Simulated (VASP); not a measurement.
# BP (F-43m) in VASP: notebook, part 2 of 2

VASP 6.6.1. Earlier steps stand in the parts before.

## 3. Relaxation of cell and atoms, PBE+D4

INCAR reads:

```
ALGO = Normal
EDIFF = 1E-7
EDIFFG = -0.01
ENCUT = 600
GGA = PE
IBRION = 2
ISIF = 3
ISMEAR = 0
IVDW = 13
LASPH = T
LCHARG = F
LREAL = F
LWAVE = F
NELM = 80
NSW = 100
PREC = Accurate
SIGMA = 0.01
```

KPOINTS reads:

```
k-points
0
Gamma
  8 8 8
```

POSCAR reads:

```
BP
1.0
    3.2088510000      0.0000000000      0.0000000000
    1.6044255000      2.7789464830      0.0000000000
    1.6044255000      0.9263154943      2.6200158702
B P
1 1
Direct
    0.0000000000      0.0000000000      0.0000000000
    0.2500000000      0.2500000000      0.2500000000
```

Potentials or basis: VASP PAW PBE potentials, release 64 (B, P).

The run is started by

```sh
$ cat potpaw_PBE.64/B/POTCAR potpaw_PBE.64/P/POTCAR > POTCAR
$ mpirun -np 1 vasp_std > vasp.out
```

OUTCAR:

```text
EDIFF = 1E-7
   EDIFFG = -0.01
   ENCUT = 600
   GGA = PE
   IBRION = 2
   ISIF = 3
   ISMEAR = 0
   IVDW = 13
   LASPH = T
   LREAL = F
   NELM = 80
   NSW = 100
   PREC = Accurate

 ion  position               nearest neighbor table
   1  0.000  0.000  0.000-   2 1.97   2 1.97   2 1.97   2 1.97
   2  0.250  0.250  0.250-   1 1.97   1 1.97   1 1.97   1 1.97

  LATTYP: Found a face centered cubic cell.
 ALAT       =     4.5380006039

  Lattice vectors:

 A1 = (   3.2088510000,   0.0000000000,   0.0000000000)
 A2 = (   1.6044255000,   2.7789464830,   0.0000000000)
 A3 = (   1.6044255000,   0.9263154943,   2.6200158702)

Analysis of symmetry for initial positions (statically):
=====================================================================
 Subroutine PRICEL returns:
 Original cell was already a primitive cell.

 Routine SETGRP: Setting up the symmetry group for a
 face centered cubic supercell.

 Subroutine GETGRP returns: Found 24 space group operations
 (whereof 24 operations were pure point group operations)
 out of a pool of 48 trial point group operations.

The static configuration has the point symmetry T_d .

Analysis of symmetry for dynamics (positions and initial velocities):
=====================================================================
 Subroutine PRICEL returns:
 Original cell was already a primitive cell.

 Routine SETGRP: Setting up the symmetry group for a
 face centered cubic supercell.

 Subroutine GETGRP returns: Found 24 space group operations
 (whereof 24 operations were pure point group operations)
 out of a pool of 48 trial point group operations.

The dynamic configuration has the point symmetry T_d .

 Subroutine INISYM returns: Found 24 space group operations
 (whereof 24 operations are pure point group operations),
 and found     1 'primitive' translations

----------------------------------------------------------------------------------------

                                     Primitive cell

  volume of cell :      23.3633

  direct lattice vectors                    reciprocal lattice vectors
     3.208851000  0.000000000  0.000000000     0.311638029 -0.179924300 -0.127225692
     1.604425500  2.778946483  0.000000000     0.000000000  0.359848600 -0.127225692
     1.604425500  0.926315494  2.620015870     0.000000000  0.000000000  0.381677077

  length of vectors
     3.208851000  3.208851000  3.208851000     0.381677077  0.381677077  0.381677077

  position of ions in fractional coordinates (direct lattice)
     0.000000000  0.000000000  0.000000000
     0.250000000  0.250000000  0.250000000

  ion indices of the primitive-cell ions
   primitive index   ion index
                 1           1
                 2           2

----------------------------------------------------------------------------------------

 KPOINTS: k-points

Automatic generation of k-mesh.
 Grid dimensions read from file:
 generate k-points for:    8    8    8

 Generating k-lattice:

  Cartesian coordinates                     Fractional coordinates (reciprocal lattice)
     0.038954754 -0.022490537 -0.015903212     0.125000000 -0.000000000  0.000000000
     0.000000000  0.044981075 -0.015903212     0.000000000  0.125000000  0.000000000
     0.000000000  0.000000000  0.047709635     0.000000000  0.000000000  0.125000000

  Length of vectors
     0.047709635  0.047709635  0.047709635

  Shift w.r.t. Gamma in fractional coordinates (k-lattice)
     0.000000000  0.000000000  0.000000000

 Subroutine IBZKPT returns following result:
 ===========================================

 Found     29 irreducible k-points:

 Following reciprocal coordinates:
            Coordinates               Weight
  0.000000  0.000000  0.000000      1.000000
  0.125000  0.000000  0.000000      8.000000
  0.250000  0.000000  0.000000      8.000000
  0.375000  0.000000  0.000000      8.000000
  0.500000  0.000000  0.000000      4.000000
  0.125000  0.125000  0.000000      6.000000
[... 16 lines left out ...]
  0.500000  0.250000  0.125000     48.000000
 -0.375000  0.250000  0.125000     24.000000
 [... further k-points ...]
   k-points           NKPTS =     29   k-points in BZ     NKDIM =     29   number of bands    NBANDS=      8
   number of dos      NEDOS =    301   number of ions     NIONS =      2
   total plane-waves  NPLWV =  21952
   dimension x,y,z NGX =    28 NGY =   28 NGZ =   28
   dimension x,y,z NGXF=    56 NGYF=   56 NGZF=   56
   ions per type =               1   1
   NGX,Y,Z   is equivalent  to a cutoff of  14.51, 14.51, 14.51 a.u.
   NGXF,Y,Z  is equivalent  to a cutoff of  29.01, 29.01, 29.01 a.u.
 SYSTEM =  unknown system
   PREC   = accura    normal or accurate (medium, high low for compatibility)
   ISTART =      0    job   : 0-new  1-cont  2-samecut
   ICHARG =      2    charge: 1-file 2-atom 10-const
   ISPIN  =      1    spin polarized calculation?
   LNONCOLLINEAR =      F non collinear calculations
   LSORBIT =      F    spin-orbit coupling
   LASPH  =      T    aspherical Exc in radial PAW
   ENCUT  =  600.0 eV  44.10 Ry    6.64 a.u.   6.41  6.41  6.41*2*pi/ulx,y,z
   NELM   =     80;   NELMIN=  2; NELMDL= -5     # of ELM steps
   EDIFF  = 0.1E-06   stopping-criterion for ELM
   LREAL  =      F    real-space projection
   EDIFFG = -.1E-01   stopping-criterion for IOM
   NSW    =    100    number of steps for IOM
   IBRION =      2    ionic relax: 0-MD 1-quasi-New 2-CG
   NFREE  =      1    steps in history (QN), initial steepest desc. (CG)
   ISIF   =      3    stress and relaxation
   ISYM   =      2    0-nonsym 1-usesym 2-fastsym
   POTIM  = 0.5000    time-step for ionic-motion
   TEBEG  =    0.0;   TEEND  =   0.0 temperature during run
   PSTRESS=    0.0 pullay stress
   NELECT =       8.0000    total number of electrons
   NUPDOWN=      -1.0000    fix difference up-down
   EMIN   =  10.00;   EMAX   =-10.00  energy-range for DOS
   EFERMI =   0.00;   METHOD = LEGACY
   ISMEAR =     0;   SIGMA  =   0.01  broadening in eV -4-tet -1-fermi 0-gaus
   EFERMI_NEDOS =   21; number of points for ismear=-14 and -15
   IALGO  =     38    algorithm
   IMIX   =      4    mixing-type and parameters
     AMIX     =   0.40;   BMIX     =  1.00
     AMIX_MAG =   1.60;   BMIX_MAG =  1.00
  volume/ion in A,a.u.               =      11.68        78.83
  Fermi-wavevector in a.u.,A,eV,Ry     =   1.145320  2.164341 17.847558  1.311758
  Thomas-Fermi vector in A             =   2.282009
   LORBIT       =      0    0 simple, 1 ext, 2 COOP (PROOUT), +10 PAW based schemes
   GGA     = PE    functional components
   LHFCALC =     F    Hartree Fock is set to
   AEXX    =    0.0000 exact exchange contribution
   IVDW    =    13    specifies the selected vdW correction
   LEPSILON=     F    determine dielectric tensor
   LRPA    =     F    only Hartree local field effects (RPA)
 conjugate gradient relaxation of ions
 non-spin polarized calculation
 Gauss-broadening in eV      SIGMA  =   0.01
  energy-cutoff  :      600.00
  volume of cell :       23.36
 maximum number of plane-waves:       799
 NGX is ok and might be reduce to    28
   NGX = 13   NGY = 13   NGZ = 13

--------------------------------------- Ionic step        1  -------------------------------------------

 number of electron       8.0000000 magnetization

 Free energy of the ion-electron system (eV)
  ---------------------------------------------------
  ext. energy  EPLUGINS =         0.00000000
  ---------------------------------------------------
  free energy    TOTEN  =       -12.93021814 eV

  energy without entropy =      -12.93021814  energy(sigma->0) =      -12.93021814

------------------------ aborting loop because EDIFF is reached ----------------------------------------

  DFT-D4 for vdW energy calculation

  Edisp (eV):   -0.70696
[... 71 lines left out ...]
--------------------------------------- Ionic step        3  -------------------------------------------

 number of electron       8.0000001 magnetization

 Free energy of the ion-electron system (eV)
  ---------------------------------------------------
  ext. energy  EPLUGINS =         0.00000000
  ---------------------------------------------------
  free energy    TOTEN  =       -12.92007361 eV

  energy without entropy =      -12.92007361  energy(sigma->0) =      -12.92007361

 E-fermi :   7.8277     XC(G=0): -11.0100

 val. band max:        7.7184946412   @ k =   0.0000   0.0000   0.0000
 cond. band min:       8.9580720795   @ k =   0.3750   0.3750   0.0000
 fundamental gap:      1.2395774383
 Fermi energy:         7.8277043867

 k-point     1 :       0.0000    0.0000    0.0000
  band No.  band energies     occupation
      1      -7.9568      2.00000
      2       7.7185      2.00000
      3       7.7185      2.00000
      4       7.7185      2.00000
      5      11.1551      0.00000
      6      11.1551      0.00000
      7      11.1551      0.00000
      8      15.4601      0.00000
[... 243 lines left out ...]
 k-point    24 :      -0.3750    0.2500    0.1250
  band No.  band energies     occupation
      1      -3.8669      2.00000
      2      -0.8806      2.00000
      3       3.1168      2.00000
      4       4.5314      2.00000
      5      11.9118      0.00000
      6      12.9998      0.00000
      7      16.1822      0.00000
      8      17.6592      0.00000

 [... further k-points ...]

------------------------ aborting loop because EDIFF is reached ----------------------------------------

  DFT-D4 for vdW energy calculation

  Edisp (eV):   -0.72396
[... 25 lines left out ...]
  FREE ENERGIE OF THE ION-ELECTRON SYSTEM (eV)
  ---------------------------------------------------
  free  energy   TOTEN  =       -13.6440381036 eV

  energy  without entropy=      -13.6440381036  energy(sigma->0) =      -13.64403810

 reached required accuracy - stopping structural energy minimisation
```

OSZICAR:

```text
N       E                     dE             d eps       ncg     rms          rms(c)
DAV:   1     0.124612302369E+02    0.12461E+02   -0.46922E+03   464   0.103E+03
DAV:   2    -0.133456425766E+02   -0.25807E+02   -0.23325E+02   736   0.117E+02
DAV:   3    -0.136377801715E+02   -0.29214E+00   -0.29214E+00   544   0.164E+01
[... 25 lines left out ...]
DAV:   3    -0.129201312457E+02    0.57292E-03   -0.12010E-03   552   0.200E-01    0.540E-02
DAV:   4    -0.129200859589E+02    0.45287E-04   -0.45477E-05   592   0.508E-02    0.410E-02
DAV:   5    -0.129200744790E+02    0.11480E-04   -0.12695E-05   592   0.256E-02    0.199E-02
DAV:   6    -0.129200736892E+02    0.78979E-06   -0.34152E-07   560   0.501E-03    0.216E-03
DAV:   7    -0.129200736074E+02    0.81772E-07   -0.40807E-08   272   0.132E-03
   3 F= -.13644038E+02 E0= -.13644038E+02  d E =-.685748E-02
```

Wall time 21 s (1 thread of Intel Xeon 6975P-C, shared host); peak memory 0.15 GiB.

What came out:

```yaml
Free_energy: -13.6440 eV
Relaxed_volume: 11.41 Å³/atom
Relaxed_cell: a = 3.183 Å, b = 3.183 Å, c = 3.183 Å, α = 60.00°, β = 60.00°, γ = 60.00°
Space_group_after_relaxing_to_0.05_Å: F-43m (No. 216)
Energy_gained_by_relaxing: 3.4 meV/atom
Ionic_steps: 3
Pressure_after_relaxing: 0.0 GPa
Band_gap_on_the_k_mesh: 1.24 eV, indirect (least direct gap 3.44 eV)
Dispersion_energy_per_atom: -0.362 eV
```

The path:
```
step  energy change (eV)  largest force (eV/Å)  pressure (GPa)  volume (Å³)
   1              0.0000                0.0000           -3.89        23.36
   2             -0.0031                0.0000            3.09        22.42
   3             -0.0069                0.0000            0.01        22.81
```

Final structure:
```yaml
crystal:
  lattice:
    - [3.18337, 0.00000, 0.00000]
    - [1.59169, 2.75688, 0.00000]
    - [1.59169, 0.91896, 2.59921]
  atoms:
    - { symbol: B, position: [0.00000, 0.00000, 0.00000] }
    - { symbol: P, position: [0.25000, 0.25000, 0.25000] }
```

Levels at points of the mesh, in eV from the valence-band top:
```tsv
k point	band 1	band 2	band 3	band 4	band 5	band 6	band 7	band 8
(0.00, 0.00, 0.00)	-15.68	0.00	0.00	0.00	3.44	3.44	3.44	7.74
(0.50, 0.00, 0.00)	-12.26	-9.21	-1.79	-1.79	3.93	4.73	4.73	10.21
(0.50, 0.50, 0.00)	-10.69	-8.71	-4.20	-4.20	1.28	1.64	12.35	12.35
```

A k mesh can miss the band edges. As with any semilocal functional, this PBE gap is likely too small.

## 4. Relaxation of cell and atoms, r2SCAN

POSCAR is that of step 3.

INCAR.step1 reads:

```
SYSTEM = BP
PREC = Accurate
ENCUT = 600
ISMEAR = 0
SIGMA = 0.01
LREAL = .False.
LASPH = .True.
NELM = 60
GGA = PE
ALGO = Normal
EDIFF = 1E-4
LWAVE = .True.
LCHARG = .False.
```

INCAR.step2 reads:

```
SYSTEM = BP
PREC = Accurate
ENCUT = 600
EDIFF = 1E-6
ISMEAR = 0
SIGMA = 0.01
LREAL = .False.
LASPH = .True.
NELM = 60
ALGO = Normal
ISIF = 3
LWAVE = .False.
LCHARG = .False.
METAGGA = R2SCAN
LMIXTAU = .True.
IBRION = 2
NSW = 100
EDIFFG = -0.01
ISTART = 1
```

KPOINTS reads:

```
Automatic mesh
0
Gamma
  8 8 8
  0 0 0
```

The run is started by

```sh
$ cat potpaw_PBE.64/B/POTCAR potpaw_PBE.64/P/POTCAR > POTCAR
$ cp INCAR.step1 INCAR
$ mpirun -np 1 vasp_std > vasp.out
$ cp INCAR.step2 INCAR
$ mpirun -np 1 vasp_std > vasp.out
```

It took 83 s on 1 thread of Intel Xeon 6975P-C, shared host; peak memory 0.16 GiB.

It converged, with:

```yaml
Free_energy: -17.3122 eV
Relaxed_volume: 11.64 Å³/atom
Relaxed_cell: a = 3.205 Å, b = 3.205 Å, c = 3.205 Å, α = 60.00°, β = 60.00°, γ = 60.00°
Space_group_after_relaxing_to_0.05_Å: F-43m (No. 216)
Energy_gained_by_relaxing: 0.1 meV/atom
Ionic_steps: 3
Pressure_after_relaxing: 0.0 GPa
Band_gap_on_the_k_mesh: 1.47 eV, indirect (least direct gap 3.65 eV)
```

Step by step:
```
step  energy change (eV)  largest force (eV/Å)  pressure (GPa)  volume (Å³)
   1              0.0000                0.0000           -0.65        23.36
   2             -0.0001                0.0000            0.52        23.20
   3             -0.0002                0.0000            0.01        23.27
```

Final structure:
```
B P
1.0
     3.20473    0.00000    0.00000
     1.60237    2.77538    0.00000
     1.60237    0.92513    2.61666
B P
1 1
Direct
  0.00000 0.00000 0.00000
  0.25000 0.25000 0.25000
```

Levels at points of the mesh, in eV from the valence-band top:
```tsv
k point	band 1	band 2	band 3	band 4	band 5	band 6	band 7	band 8
(0.00, 0.00, 0.00)	-16.29	0.00	0.00	0.00	3.65	3.65	3.65	8.07
(0.50, 0.00, 0.00)	-12.79	-9.53	-1.87	-1.87	4.16	5.03	5.03	10.93
(0.50, 0.50, 0.00)	-11.11	-9.15	-4.36	-4.36	1.53	1.91	13.10	13.10
```

Caveat: the PAW data sets were made with another functional, which shifts forces and pressure a little. A k mesh can miss the band edges.

## 5. Relaxation of cell and atoms, r2SCAN+D4

POSCAR is that of step 4.

INCAR.step1 reads:

```
PREC = Accurate
ENCUT = 600
ISMEAR = 0
SIGMA = 0.01
LREAL = F
LASPH = T
NELM = 100
GGA = PE
ALGO = Normal
EDIFF = 1E-4
LWAVE = T
LCHARG = F
```

INCAR.step2 reads:

```
PREC = Accurate
ENCUT = 600
EDIFF = 1E-6
ISMEAR = 0
SIGMA = 0.01
LREAL = F
LASPH = T
NELM = 100
ALGO = Normal
ISIF = 3
LWAVE = F
LCHARG = F
METAGGA = R2SCAN
LMIXTAU = T
IVDW = 13
VDW_S6 = 1.0
VDW_S8 = 0.6018749
VDW_A1 = 0.51559235
VDW_A2 = 5.77342911
IBRION = 2
NSW = 100
EDIFFG = -0.01
ISTART = 1
```

KPOINTS reads:

```
Automatic mesh
0
Gamma
  8 8 8
```

Potentials or basis: VASP PAW PBE potentials, release 64 (B, P).

The run is started by

```sh
$ cat potpaw_PBE.64/B/POTCAR potpaw_PBE.64/P/POTCAR > POTCAR
$ cp INCAR.step1 INCAR
$ mpirun -np 1 vasp_std > vasp.out
$ cp INCAR.step2 INCAR
$ mpirun -np 1 vasp_std > vasp.out
```

OUTCAR:

```text
PREC = Accurate
   ENCUT = 600
   EDIFF = 1E-6
   ISMEAR = 0
   LREAL = F
   LASPH = T
   NELM = 100
   ISIF = 3
   METAGGA = R2SCAN
   IVDW = 13
   IBRION = 2
   NSW = 100
   EDIFFG = -0.01
   ISTART = 1

 ion  position               nearest neighbor table
   1  0.000  0.000  0.000-   2 1.97   2 1.97   2 1.97   2 1.97
   2  0.250  0.250  0.250-   1 1.97   1 1.97   1 1.97   1 1.97

  LATTYP: Found a face centered cubic cell.
 ALAT       =     4.5380006039

  Lattice vectors:

 A1 = (   3.2088510000,   0.0000000000,   0.0000000000)
 A2 = (   1.6044255000,   2.7789464830,   0.0000000000)
 A3 = (   1.6044255000,   0.9263154943,   2.6200158702)

Analysis of symmetry for initial positions (statically):
=====================================================================
 Subroutine PRICEL returns:
 Original cell was already a primitive cell.

 Routine SETGRP: Setting up the symmetry group for a
 face centered cubic supercell.

 Subroutine GETGRP returns: Found 24 space group operations
 (whereof 24 operations were pure point group operations)
 out of a pool of 48 trial point group operations.

The static configuration has the point symmetry T_d .

Analysis of symmetry for dynamics (positions and initial velocities):
=====================================================================
 Subroutine PRICEL returns:
[... 150 lines left out ...]

 number of electron       8.0000000 magnetization

 Free energy of the ion-electron system (eV)
  ---------------------------------------------------
  ext. energy  EPLUGINS =         0.00000000
  ---------------------------------------------------
  free energy    TOTEN  =       -17.31199361 eV

  energy without entropy =      -17.31199361  energy(sigma->0) =      -17.31199361

------------------------ aborting loop because EDIFF is reached ----------------------------------------

  DFT-D4 for vdW energy calculation

  Edisp (eV):   -0.26674
[... 71 lines left out ...]
--------------------------------------- Ionic step        3  -------------------------------------------

 number of electron       8.0000000 magnetization

 Free energy of the ion-electron system (eV)
  ---------------------------------------------------
  ext. energy  EPLUGINS =         0.00000000
  ---------------------------------------------------
  free energy    TOTEN  =       -17.31078342 eV

  energy without entropy =      -17.31078342  energy(sigma->0) =      -17.31078342

 E-fermi :   7.6235     XC(G=0): -11.5658

 val. band max:        7.5616524628   @ k =   0.0000   0.0000   0.0000
 cond. band min:       9.0217051907   @ k =   0.3750   0.3750   0.0000
 fundamental gap:      1.4600527279
 Fermi energy:         7.6234795010

 k-point     1 :       0.0000    0.0000    0.0000
  band No.  band energies     occupation
      1      -8.8308      2.00000
      2       7.5617      2.00000
      3       7.5617      2.00000
      4       7.5617      2.00000
      5      11.2249      0.00000
      6      11.2249      0.00000
      7      11.2249      0.00000
      8      15.8057      0.00000
[... 243 lines left out ...]
 k-point    24 :      -0.3750    0.2500    0.1250
  band No.  band energies     occupation
      1      -4.5702      2.00000
      2      -1.4392      2.00000
      3       2.7513      2.00000
      4       4.2377      2.00000
      5      12.1229      0.00000
      6      13.1730      0.00000
      7      16.5557      0.00000
      8      18.1655      0.00000

 [... further k-points ...]

------------------------ aborting loop because EDIFF is reached ----------------------------------------

  DFT-D4 for vdW energy calculation

  Edisp (eV):   -0.27052
[... 25 lines left out ...]
  FREE ENERGIE OF THE ION-ELECTRON SYSTEM (eV)
  ---------------------------------------------------
  free  energy   TOTEN  =       -17.5813014583 eV

  energy  without entropy=      -17.5813014583  energy(sigma->0) =      -17.58130146

 reached required accuracy - stopping structural energy minimisation
```

It took 80 s on 1 thread of Intel Xeon 6975P-C, shared host; peak memory 0.15 GiB.

What came out:

```yaml
Free_energy: -17.5813 eV
Relaxed_volume: 11.51 Å³/atom
Relaxed_cell: a = 3.193 Å, b = 3.193 Å, c = 3.193 Å, α = 60.00°, β = 60.00°, γ = 60.00°
Space_group_after_relaxing_to_0.05_Å: F-43m (No. 216)
Energy_gained_by_relaxing: 1.3 meV/atom
Ionic_steps: 3
Pressure_after_relaxing: 0.0 GPa
Band_gap_on_the_k_mesh: 1.46 eV, indirect (least direct gap 3.66 eV)
Dispersion_energy_per_atom: -0.135 eV
```

The path:
```
step  energy change (eV)  largest force (eV/Å)  pressure (GPa)  volume (Å³)
   1              0.0000                0.0000           -2.43        23.36
   2             -0.0010                0.0000            2.02        22.77
   3             -0.0026                0.0000            0.01        23.03
```

Final structure:
```cif
data_structure
_symmetry_space_group_name_H-M 'P 1'
_symmetry_Int_Tables_number 1
_cell_length_a 3.1935
_cell_length_b 3.1935
_cell_length_c 3.1935
_cell_angle_alpha 60.000
_cell_angle_beta 60.000
_cell_angle_gamma 60.000
_cell_volume 23.03
loop_
_atom_site_label
_atom_site_type_symbol
_atom_site_fract_x
_atom_site_fract_y
_atom_site_fract_z
_atom_site_occupancy
B1 B 0.00000 0.00000 0.00000 1
P1 P 0.25000 0.25000 0.25000 1
```

Caveat: the PAW data sets were made with another functional, which shifts forces and pressure a little. r2SCAN opens gaps a little over a GGA but as a rule still falls short of measured ones.

## 6. Summary

```tsv
level	gap on the mesh (eV)	pressure (GPa)	relaxed volume (Å³/atom)
PBE+D3(BJ)	1.24	0.0	11.43
PBE+D4	1.24	0.0	11.41
r2SCAN	1.47	0.0	11.64
r2SCAN+D4	1.46	0.0	11.51
```

Alike in all rows: task relaxation of cell and atoms; potentials or basis VASP PAW PBE potentials, release 64 (B, P); no spin polarisation; cell relaxed; k mesh 8 × 8 × 8; cutoff (eV) 600; smearing gaussian 0.01 eV.

Caveats: the PAW data sets were made with another functional, which shifts forces and pressure a little (some runs).

Total energies depend on the potentials used, so only differences within one code and one set of settings carry meaning.
